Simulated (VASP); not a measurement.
Input of a VASP 6.6.1 run:

The input INCAR:

```
PREC = Accurate
ENCUT = 520
EDIFF = 1E-6
ISMEAR = 0
SIGMA = 0.05
LREAL = False
LASPH = True
NELM = 60
ALGO = Normal
ISIF = 2
LWAVE = False
LCHARG = True
GGA = PE
LELF = True
LVHAR = True
NBANDS = 16
```

The input KPOINTS:

```
regular mesh
0
Gamma
  10 10 10
```

POSCAR

```
SbMo
1.0
    0.0000000000      2.7784065224      2.7784065224
    2.7784065224      0.0000000000      2.7784065224
    2.7784065224      2.7784065224      0.0000000000
Mo Sb
1 1
Direct
    0.5000000000      0.5000000000      0.5000000000
    0.0000000000      0.0000000000      0.0000000000
```

Potentials or basis: VASP PAW PBE potentials, release 64 (Mo_sv, Sb).

Launch:

```sh
$ cat potpaw_PBE.64/Mo_sv/POTCAR potpaw_PBE.64/Sb/POTCAR > POTCAR
$ mpirun -np 1 vasp_std > vasp.out
```

Task: What does it give for the pressure?

Result: -2.4 GPa.
